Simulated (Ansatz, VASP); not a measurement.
## BaS: VASP beside Ansatz

The input INCAR:

```
SYSTEM = BaS
PREC = Accurate
ENCUT = 520
EDIFF = 1E-6
ISMEAR = 0
SIGMA = 0.01
LREAL = .FALSE.
LASPH = .TRUE.
NELM = 60
ALGO = Normal
ISIF = 2
LWAVE = .FALSE.
LCHARG = .FALSE.
NBANDS = 15
```

Contents of KPOINTS:

```
regular mesh
0
G
  4 4 4
  0 0 0
```

Contents of POSCAR:

```
BaS
1.0
    0.0000000000      3.5194117709      3.5194117709
    3.5194117709      0.0000000000      3.5194117709
    3.5194117709      3.5194117709      0.0000000000
Ba S
1 1
Direct
    0.0000000000      0.0000000000      0.0000000000
    0.2500000000      0.2500000000      0.2500000000
```

Input for Ansatz:

```yaml
crystal:
  lattice:
    - [0.0, 3.5194117709, 3.5194117709]
    - [3.5194117709, 0.0, 3.5194117709]
    - [3.5194117709, 3.5194117709, 0.0]
  atoms:
    - { symbol: Ba, position: [0.0, 0.0, 0.0] }
    - { symbol: S, position: [0.25, 0.25, 0.25] }
kpoints:
  mp_grid: { grid: [4, 4, 4] }
hamiltonian:
  xc: lda
scf:
  occupations: { method: fixed }
output:
  optics:
    e_range: [2, 10]
    de: 0.05
    sigma: 0.05
    scissors: 0.6
    scheme: gaussian
    bands: { spectra_wanted_up_to: 10 }
  write_density: true
  write_potential: true
  elf: true
  volumetric_format: npy
```

Alike in both runs: task single point; functional LDA; k mesh 4 × 4 × 4; no spin polarisation.

|  | VASP | Ansatz |
| --- | --- | --- |
| version | VASP 6.6.1 | Ansatz 0.2.0 |
| potentials or method | VASP PAW LDA potentials, release 64 (Ba_sv, S) | plane waves, PAW |
| plane-wave cutoff (eV) | 520 | 420 |
| occupations | gaussian, width 0.01 eV | fixed |
| valence electrons in the cell | 16 | 16 |

```csv
,VASP,Ansatz,Ansatz less VASP
gap on the k mesh at the Fermi level (eV),2.44,2.42,-0.028
```

LDA's correlation is that of Perdew and Zunger in VASP and of Perdew and Wang (1992) in Ansatz.

Spin-orbit coupling is off throughout.
